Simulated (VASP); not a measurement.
# Te2Mo (P6_3/mmc) in VASP: a series of runs, part 2 of 2

VASP 6.6.1. Earlier steps stand in the parts before.

### Step 4. Single point, PBEsol, collinear spin

INCAR reads:

```
SYSTEM = Te2Mo
PREC = Accurate
ENCUT = 500
EDIFF = 1E-6
ISMEAR = 0
SIGMA = 0.05
LREAL = .FALSE.
LASPH = .TRUE.
NELM = 200
ALGO = Normal
ISIF = 2
LWAVE = .FALSE.
LCHARG = .FALSE.
ISPIN = 2
MAGMOM = 0 0 0 0 2 -2
LORBIT = 11
LMAXMIX = 4
GGA = PS
NBANDS = 39
GGA_COMPAT = .FALSE.
```

KPOINTS reads:

```
Automatic mesh
0
G
  6 6 2
  0 0 0
```

POSCAR reads:

```
Te2Mo
1.0
    3.5181997400      0.0000000000      0.0000000000
   -1.7590998700      3.0468503500      0.0000000000
    0.0000000000      0.0000000000     13.9735999500
Te Mo
4 2
Direct
    0.3333333333      0.6666666667      0.6210000000
    0.6666666667      0.3333333333      0.1210000000
    0.3333333333      0.6666666667      0.8790000000
    0.6666666667      0.3333333333      0.3790000000
    0.3333333333      0.6666666667      0.2500000000
    0.6666666667      0.3333333333      0.7500000000
```

Potentials or basis: VASP PAW PBE potentials, release 64 (Te, Mo_sv).

Launch:

```
$ cat potpaw_PBE.64/Te/POTCAR potpaw_PBE.64/Mo_sv/POTCAR > POTCAR
$ mpirun -np 1 vasp_std > vasp.out
```

OUTCAR:

```text
SYSTEM = Te2Mo
   PREC = Accurate
   ENCUT = 500
   EDIFF = 1E-6
   ISMEAR = 0
   LREAL = .FALSE.
   LASPH = .TRUE.
   NELM = 200
   ISIF = 2
   ISPIN = 2
   LORBIT = 11
   GGA = PS

 ion  position               nearest neighbor table
   1  0.333  0.667  0.621-   6 2.72   6 2.72   6 2.72   3 3.61
   2  0.667  0.333  0.121-   5 2.72   5 2.72   5 2.72   4 3.61
   3  0.333  0.667  0.879-   6 2.72   6 2.72   6 2.72   1 3.61
   4  0.667  0.333  0.379-   5 2.72   5 2.72   5 2.72   2 3.61
   5  0.333  0.667  0.250-   2 2.72   4 2.72   2 2.72   4 2.72   2 2.72   4 2.72
   6  0.667  0.333  0.750-   1 2.72   3 2.72   1 2.72   3 2.72   1 2.72   3 2.72

  LATTYP: Found a hexagonal cell.
 ALAT       =     3.5181997400
 C/A-ratio  =     3.9718040426

  Lattice vectors:

 A1 = (   3.5181997400,   0.0000000000,   0.0000000000)
 A2 = (  -1.7590998700,   3.0468503500,   0.0000000000)
 A3 = (   0.0000000000,   0.0000000000,  13.9735999500)

Analysis of symmetry for initial positions (statically):
[... 1356 lines left out ...]
  -------------------------------------------------------------------------------------
  Total       -1.1310681     -1.1310681     -0.4741857      0.0000000      0.0000000     -0.0000000
  in kB      -12.0981627    -12.0981627     -5.0719989      0.0000000      0.0000000     -0.0000000
  external PRESSURE =      -9.7561081 kB  Pullay stress =       0.0000000 kB

 VOLUME and BASIS-vectors are now :
 -----------------------------------------------------------------------------
  energy-cutoff  :      500.00
  volume of cell :      149.79
      direct lattice vectors                 reciprocal lattice vectors
     3.518199740  0.000000000  0.000000000     0.284236278  0.164103892  0.000000000
    -1.759099870  3.046850350  0.000000000     0.000000000  0.328207783  0.000000000
     0.000000000  0.000000000 13.973599950     0.000000000  0.000000000  0.071563520

 POSITION                                       TOTAL-FORCE (eV/Angst)
 -----------------------------------------------------------------------------------
     -0.00000      2.03123      8.67761         0.000000     -0.000000      0.056568
      1.75910      1.01562      1.69081        -0.000000      0.000000      0.056568
     -0.00000      2.03123     12.28279         0.000000     -0.000000     -0.056568
      1.75910      1.01562      5.29599        -0.000000      0.000000     -0.056568
     -0.00000      2.03123      3.49340         0.000000      0.000000      0.000000
      1.75910      1.01562     10.48020        -0.000000     -0.000000      0.000000
 -----------------------------------------------------------------------------------
    total drift:                               -0.000000      0.000000     -0.000000

  FREE ENERGIE OF THE ION-ELECTRON SYSTEM (eV)
  ---------------------------------------------------
  free  energy   TOTEN  =       -39.3875364071 eV

  energy  without entropy=      -39.3875364071  energy(sigma->0) =      -39.38753641

 total charge

# of ion       s       p       d       tot
------------------------------------------
    1        1.386   1.969   0.065   3.420
    2        1.386   1.969   0.065   3.420
    3        1.386   1.969   0.065   3.420
    4        1.386   1.969   0.065   3.420
    5        2.257   6.146   3.993  12.396
    6        2.257   6.146   3.993  12.396
--------------------------------------------------
tot         10.059  20.169   8.244  38.472

 magnetization (x)

# of ion       s       p       d       tot
------------------------------------------
    1        0.000  -0.000   0.000   0.000
    2       -0.000   0.000  -0.000  -0.000
    3        0.000  -0.000   0.000   0.000
    4       -0.000   0.000  -0.000  -0.000
    5        0.000   0.000  -0.000  -0.000
    6       -0.000  -0.000   0.000   0.000
--------------------------------------------------
tot          0.000   0.000   0.000   0.000
```

stdout:

```text
POSCAR found type information on POSCAR TeMo
 POSCAR found :  2 types and       6 ions
 scaLAPACK will be used
 -----------------------------------------------------------------------------
|                                                                             |
|                                                                             |
|     You enforced a specific xc type in the INCAR file but a different       |
|     I HOPE YOU KNOW WHAT YOU ARE DOING!                                     |
|                                                                             |
 -----------------------------------------------------------------------------

 LDA part: xc-table for (Slater+PW92), standard interpolation
 POSCAR, INCAR and KPOINTS ok, starting setup
 FFT: planning ... GRIDC
 FFT: planning ... GRID_SOFT
 FFT: planning ... GRID
 WAVECAR not read
 entering main loop
```

Wall time 3.8 min (1 thread of Intel Xeon Platinum 8259CL at 2.50GHz (Skylake/Cascade Lake), shared host); peak memory 0.4 GiB.

What came out:

```yaml
Free_energy: -39.3875 eV
Pressure: -1.0 GPa
Largest_force: 0.057 eV/Å
Band_gap_on_the_k_mesh: 0.80 eV (least direct gap 1.03 eV)
Net_moment: 0.00 μB per cell
Valence_electrons_inside_the_program's_atomic_spheres: Te 3.42; Mo 12.40
```

Forces on the atoms (eV/Å):
```
Te   0.000  0.000  0.057
Te   0.000  0.000  0.057
Te   0.000  0.000 -0.057
Te   0.000  0.000 -0.057
Mo   0.000  0.000  0.000
Mo   0.000  0.000  0.000
```

Levels at points of the mesh, in eV from the valence-band top:
Spin up:
| k point | band 22 | band 23 | band 24 | band 25 | band 26 | band 27 | band 28 | band 29 | band 30 | band 31 |
| --- | --- | --- | --- | --- | --- | --- | --- | --- | --- | --- |
| (0.00, 0.00, 0.00) | -1.06 | -1.03 | -1.03 | -0.31 | 0.00 | 2.91 | 2.91 | 3.04 | 3.04 | 3.14 |
| (0.50, 0.00, 0.00) | -1.80 | -1.03 | -0.97 | -0.61 | -0.32 | 1.26 | 1.32 | 1.44 | 1.78 | 2.58 |
| (0.00, 0.00, 0.50) | -1.05 | -1.05 | -1.05 | -0.08 | -0.08 | 2.94 | 2.94 | 2.94 | 2.94 | 3.29 |
| (0.50, 0.00, 0.50) | -1.92 | -0.98 | -0.98 | -0.46 | -0.46 | 1.28 | 1.28 | 1.63 | 1.63 | 3.02 |
Spin down:
```csv
k point,band 23,band 24,band 25,band 26,band 27,band 28,band 29,band 30
"(0.00, 0.00, 0.00)",-1.03,-1.03,-0.31,0.00,2.91,2.91,3.04,3.04
"(0.50, 0.00, 0.00)",-1.03,-0.97,-0.61,-0.32,1.26,1.32,1.44,1.78
"(0.00, 0.00, 0.50)",-1.05,-1.05,-0.08,-0.08,2.94,2.94,2.94,2.94
"(0.50, 0.00, 0.50)",-0.98,-0.98,-0.46,-0.46,1.28,1.28,1.63,1.63
```

Caveat: semilocal functionals underestimate gaps, and a narrow one can read as zero; the PAW data sets were made with another functional, which shifts forces and pressure a little; spin-orbit coupling is left out, which moves the levels of the heavy elements; this functional lacks dispersion, which binds layers or chains, so the pressure and a relaxed spacing across them are unreliable.

### Step 5. Comparison with measurements

Step 2. Measured gap of Te2Mo: 0.88 eV (indirect; 300 K; quoted in “Broadband infrared study of pressure-tunable Fano resonance and metallization transition in 2H-MoTe2”, 2022, pmc:9569381). This calculation gives 0.80 eV (-0.08 eV). Spin-orbit coupling on Mo, Te is left out. The value is that of PBEsol on a finite k mesh, which can miss the band edges, without temperature or zero-point motion. Semilocal functionals fall short of measured gaps as a rule.

Step 3. Measured gap of Te2Mo: 0.88 eV (indirect; 300 K; quoted in “Broadband infrared study of pressure-tunable Fano resonance and metallization transition in 2H-MoTe2”, 2022, pmc:9569381). This calculation gives 0.80 eV (-0.08 eV). Spin-orbit coupling on Mo, Te is left out. The value is that of PBEsol on a finite k mesh, which can miss the band edges, without temperature or zero-point motion. Semilocal functionals fall short of measured gaps as a rule.

Step 4. Measured gap of Te2Mo: 0.88 eV (indirect; 300 K; quoted in “Broadband infrared study of pressure-tunable Fano resonance and metallization transition in 2H-MoTe2”, 2022, pmc:9569381). This calculation gives 0.80 eV (-0.08 eV). Spin-orbit coupling on Mo, Te is left out. The value is that of PBEsol on a finite k mesh, which can miss the band edges, without temperature or zero-point motion. Semilocal functionals fall short of measured gaps as a rule.
